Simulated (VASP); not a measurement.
A run of VASP 6.6.1:

Contents of POSCAR:

```
HfSn2Se6
1.0
    3.8375998983     -0.0000000289      0.0000000000
   -1.9187999241      3.3234590159      0.0000000000
    0.0000000000      0.0000000000     21.1522325000
Hf Sn Se
1 2 6
Direct
    0.0000000000      0.0000000000      0.0000000000
    0.0000000000      0.0000000000      0.3328270000
    0.0000000000      0.0000000000      0.6671730000
    0.3333333333      0.6666666667      0.0731740000
    0.3333333333      0.6666666667      0.4087390000
    0.3333333333      0.6666666667      0.7430820000
    0.6666666667      0.3333333333      0.2569180000
    0.6666666667      0.3333333333      0.5912610000
    0.6666666667      0.3333333333      0.9268260000
```

File INCAR.step1:

```
SYSTEM = HfSn2Se6
PREC = Accurate
ENCUT = 520
EDIFF = 1E-6
ISMEAR = 0
SIGMA = 0.02
LREAL = .False.
LASPH = .True.
NELM = 80
ALGO = Normal
ISIF = 2
LWAVE = .False.
LCHARG = .True.
LMAXMIX = 4
GGA = PE
NBANDS = 47
```

Contents of KPOINTS.step1:

```
regular mesh
0
Gamma
  12 12 2
  0 0 0
```

INCAR.step2

```
SYSTEM = HfSn2Se6
PREC = Accurate
ENCUT = 520
EDIFF = 1E-6
ISMEAR = -5
SIGMA = 0.02
LREAL = .False.
LASPH = .True.
NELM = 80
ALGO = Normal
ISIF = 2
LWAVE = .False.
LCHARG = .False.
LMAXMIX = 4
GGA = PE
LORBIT = 11
NEDOS = 2001
ICHARG = 11
```

Contents of KPOINTS.step2:

```
regular mesh
0
Gamma
  18 18 3
  0 0 0
```

Potentials or basis: VASP PAW PBE potentials, release 64 (Hf_pv, Sn_d, Se).

The run is started by

```bash
$ cat potpaw_PBE.64/Hf_pv/POTCAR potpaw_PBE.64/Sn_d/POTCAR potpaw_PBE.64/Se/POTCAR > POTCAR
$ cp INCAR.step1 INCAR
$ cp KPOINTS.step1 KPOINTS
$ mpirun -np 1 vasp_std > vasp.out
$ cp INCAR.step2 INCAR
$ cp KPOINTS.step2 KPOINTS
$ mpirun -np 1 vasp_std > vasp.out
```

Hardware: 1 thread of Oxide Virtual Turin-like Processor, on a shared host.

Question: Estimate the wall time of this run.

Answer: Wall time 39 min on 1 thread of Oxide Virtual Turin-like Processor, on a shared host, peak memory 1.1 GiB. Counts: k points 101.
